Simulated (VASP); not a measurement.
The system is Mg.

```
CELL_PARAMETERS angstrom
0.00000 2.24426 2.24426
2.24426 0.00000 2.24426
2.24426 2.24426 0.00000
ATOMIC_POSITIONS crystal
Mg 0.00000 0.00000 0.00000
```

This isn't the form of Mg at room conditions, which is hcp.

Base run:

* Program: VASP 6.6.1
* Functional: PBEsol
* Potentials or basis: VASP PAW PBE potentials, release 64 (Mg)
* Cutoff: 600 eV
* k mesh: 8 × 8 × 8
* Occupations: methfessel-paxton, width 0.1 eV
* Spin: no spin polarisation

Its results: band gap on the k mesh zero (bands 1 and 2 overlap by 2.73 eV); pressure 0.1 GPa.

Question: The run is repeated on the same cell with these changes: functional from PBEsol to BLYP. What comes out?

Answer: Band gap on the k mesh zero (bands 1 and 2 overlap by 2.81 eV); pressure 1.7 GPa.

BLYP binds less tightly than PBEsol, so the same cell stands under more pressure.

Caveats: the PAW data sets were made with another functional, which shifts forces and pressure a little.
